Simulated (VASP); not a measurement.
Runs of VASP 6.6.1 on Ca2H3. The structure is that of space group P6/mmm (No. 191), or close to it. The cells are those of the table. 

| task | cell | k mesh | cutoff (eV) | gap on the mesh (eV) | pressure (GPa) | largest force (eV/Å) |
| --- | --- | --- | --- | --- | --- | --- |
| single point | a = 3.971, b = 3.971, c = 6.518 Å, angles 90.0, 90.0, 120.0°, 5 atoms | 6 × 6 × 4 | 520 | none | 0.2 | (a) |
| single point | a = 3.221, b = 3.221, c = 7.302 Å, angles 90.0, 90.0, 120.0°, 5 atoms | 6 × 6 × 4 | 520 | none | (b) | 2.20 |
| single point | a = 3.979, b = 3.979, c = 6.535 Å, angles 90.0, 90.0, 120.0°, 5 atoms | 12 × 12 × 6 | 520 | none | 0.0 | 0.03 |
| relaxation of cell and atoms | relaxed from a = 3.221, b = 3.221, c = 7.302 Å, angles 90.0, 90.0, 120.0°, 5 atoms | 6 × 6 × 4 | 600 | none | 0.0 | - |

Alike in all rows: level PBE; potentials or basis VASP PAW PBE potentials, release 64 (Ca_sv, H); no spin polarisation; smearing gaussian 0.1 eV.

Task: Fill in the values left out.

Result: (a) 0.04; (b) 22.6.

Caveats: some runs use coarse meshes; forces of over 1 eV/Å act on the atoms, so gaps and moduli don't describe the material at rest (some runs).

A gap of «none» marks levels without a gap at the run's occupations.
